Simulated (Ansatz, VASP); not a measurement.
**Two plane-wave programs on Mo6CO**

Contents of INCAR:

```
PREC = Accurate
ENCUT = 520
EDIFF = 1E-6
ISMEAR = 0
SIGMA = 0.1
LREAL = F
LASPH = T
NELM = 100
ALGO = Normal
ISIF = 2
LWAVE = F
LCHARG = T
LDIPOL = T
IDIPOL = 3
DIPOL = 0.5 0.5 0.327
GGA = PE
LELF = T
LVHAR = T
LVACPOTAV = T
NBANDS = 57
```

The input KPOINTS:

```
regular mesh
0
Gamma
  6 6 1
```

POSCAR

```
Mo6CO
1.0
    4.4695765303      0.0000000000      0.0000000000
   -2.2347882651      3.8707668194      0.0000000000
    0.0000000000      0.0000000000     22.2595667262
Mo C O
6 1 1
Direct
    0.6666666667      0.3333333333      0.1796980170
    0.3333333333      0.6666666667      0.2206848206
    0.0000000000      0.0000000000      0.2616716241
    0.6666666667      0.3333333333      0.2990464568
    0.3333333333      0.6666666667      0.3355219825
    0.0000000000      0.0000000000      0.3710569405
    0.1666666667      0.3333333333      0.4752817904
    0.3165077775      0.6330155550      0.4752817904
```

Input for Ansatz:

```yaml
crystal:
  lattice:
    - [4.4695765303, 0.0, 0.0]
    - [-2.2347882651, 3.8707668194, 0.0]
    - [0.0, 0.0, 22.2595667262]
  atoms:
    - { symbol: Mo, position: [0.6666666667, 0.3333333333, 0.179698017] }
    - { symbol: Mo, position: [0.3333333333, 0.6666666667, 0.2206848206] }
    - { symbol: Mo, position: [0.0, 0.0, 0.2616716241] }
    - { symbol: Mo, position: [0.6666666667, 0.3333333333, 0.2990464568] }
    - { symbol: Mo, position: [0.3333333333, 0.6666666667, 0.3355219825] }
    - { symbol: Mo, position: [0.0, 0.0, 0.3710569405] }
    - { symbol: C, position: [0.1666666667, 0.3333333333, 0.4752817904] }
    - { symbol: O, position: [0.3165077775, 0.633015555, 0.4752817904] }
basis:
  ecutwfc: 420
kpoints:
  mp_grid: { grid: [6, 6, 1] }
hamiltonian:
  xc: pbe
  pseudopotentials: { kind: paw, azcp: { folder: soft_1 } }
scf:
  occupations: { method: gaussian, width: 0.1 }
output:
  forces: true
  eigenvalues: true
efield:
  axis: 3
  dipole_correction: true
  ramp_width: 0.04
```

Alike in both runs: task single point; functional PBE; k mesh 6 × 6 × 1; occupations gaussian, width 0.1 eV; no spin polarisation.

```csv
,VASP,Ansatz
version,VASP 6.6.1,Ansatz 0.2.0
potentials or method,"VASP PAW PBE potentials, release 64 (Mo_sv, C, O), cutoff 520 eV","scalar-relativistic, plane waves, PAW"
valence electrons in the cell,94,94
```

|  | VASP | Ansatz | Ansatz less VASP |
| --- | --- | --- | --- |
| gap on the k mesh at the Fermi level (eV) | none | none | - |
| rms of the force components (eV/Å) | 0.582 | 0.613 | +0.0307 |
| work function, face that differs most (eV) | 3.89 | 3.88 | -0.005 |

Atom by atom the forces differ by 0.229 eV/Å (rms over components). A gap of «none» marks a metal or a gap that the smearing closes.

Noted on VASP's run: the standard files for N, O and F lose accuracy on very short bonds.
